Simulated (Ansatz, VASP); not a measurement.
**One calculation of HgTe, two programs**

INCAR

```
  PREC = Accurate
  ENCUT = 520
  EDIFF = 1E-7
  ISMEAR = -1
  SIGMA = 0.08
  LREAL = False
  LASPH = True
  NELM = 80
  ALGO = Normal
  ISIF = 2
  LWAVE = False
  LCHARG = False
  GGA = PS
  NBANDS = 16
```

KPOINTS

```
regular mesh
0
Gamma
  12 12 12
```

Contents of POSCAR:

```
HgTe
1.0
    0.0000000000      2.9507150000      2.9215000000
    2.9507150000      0.0000000000      2.9215000000
    2.9507150000      2.9507150000      0.0000000000
Hg Te
1 1
Direct
    0.0000000000      0.0000000000      0.0000000000
    0.5000000000      0.5000000000      0.5000000000
```

Input for Ansatz:

```yaml
crystal:
  lattice:
    - [0.0, 2.950715, 2.9215]
    - [2.950715, 0.0, 2.9215]
    - [2.950715, 2.950715, 0.0]
  atoms:
    - { symbol: Hg, position: [0.0, 0.0, 0.0] }
    - { symbol: Te, position: [0.5, 0.5, 0.5] }
kpoints:
  mp_grid: { grid: [12, 12, 12] }
  band_path:
    path:
      - [0.0, 0.0, 0.0]
      - [0.0, 0.5, 0.5]
      - [0.25, 0.75, 0.5]
      - [0.0, 0.5, 0.0]
      - [0.0, 0.0, 0.0]
      - [0.5, 0.5, 0.0]
      - [0.3775125, 0.6224875, 0.0]
      - [-0.3775125, 0.3775125, 0.0]
      - [0.0, 0.0, 0.0]
    npoints: 5
scf:
  occupations: { method: fermi_dirac, width: 0.08 }
hamiltonian:
  xc: pbesol
  pseudopotentials: { kind: all_electron, lapw: { basis_error: 0.001 } }
output:
  forces: true
  stress: true
  eigenvalues: true
```

Change from the starting cell: equal xx and yy strain of +1 %.

Alike in both runs: task single point; functional PBEsol; k mesh 12 × 12 × 12; occupations fermi-dirac, width 0.08 eV; no spin polarisation.

|  | VASP | Ansatz |
| --- | --- | --- |
| version | VASP 6.6.1 | Ansatz 0.2.0 |
| potentials or method | VASP PAW PBE potentials, release 64 (Hg, Te), cutoff 520 eV | all-electron LAPW, scalar-relativistic |

|  | VASP | Ansatz | Ansatz less VASP |
| --- | --- | --- | --- |
| pressure (GPa) | 4.7 | 4.4 | -0.27 |
| traceless stress, the component that is largest in VASP (GPa) | 0.62 | 0.61 | -0.018 |

VASP's potentials were made for PBE, not for PBEsol. Ansatz ran all-electron here, and VASP with PAW potentials.

Spin-orbit coupling is off throughout.
